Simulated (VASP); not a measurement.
A run of VASP 6.6.1 is set up as follows.

The input INCAR:

```
SYSTEM = Mg
ALGO = Normal
EDIFF = 1E-6
EDIFFG = -0.004
ENCUT = 600
GGA = PS
IBRION = 2
ISIF = 3
ISMEAR = 0
LASPH = .TRUE.
LCHARG = .FALSE.
LREAL = .FALSE.
LWAVE = .FALSE.
NELM = 80
NSW = 70
PREC = Accurate
PSTRESS = 300.0
SIGMA = 0.1
```

KPOINTS

```
k-points
0
G
  28 28 28
  0 0 0
```

The input POSCAR:

```
Mg
1.0
   -1.5005865685      1.5005865685      1.5005865685
    1.5005865685     -1.5005865685      1.5005865685
    1.5005865685      1.5005865685     -1.5005865685
Mg
1
Direct
    0.0000000000      0.0000000000      0.0000000000
```

Potentials or basis: VASP PAW PBE potentials, release 64 (Mg).

Launch:

```sh
$ cat potpaw_PBE.64/Mg/POTCAR > POTCAR
$ mpirun -np 1 vasp_std > vasp.out
```

Question: Predict the space group after relaxing (to 0.1 Å).

Answer: Im-3m (No. 229).

Question: What does it give for the band gap on the k mesh?

Answer: Zero (bands 1 and 2 overlap by 4.90 eV).

Final structure:
```
Mg
1.0
    -1.56488    1.56488    1.56488
     1.56488   -1.56488    1.56488
     1.56488    1.56488   -1.56488
Mg
1
Cartesian
  0.0000 0.0000 0.0000
```

Caveat: the cell is relaxed towards a set pressure, so the run minimises the enthalpy, not the energy.
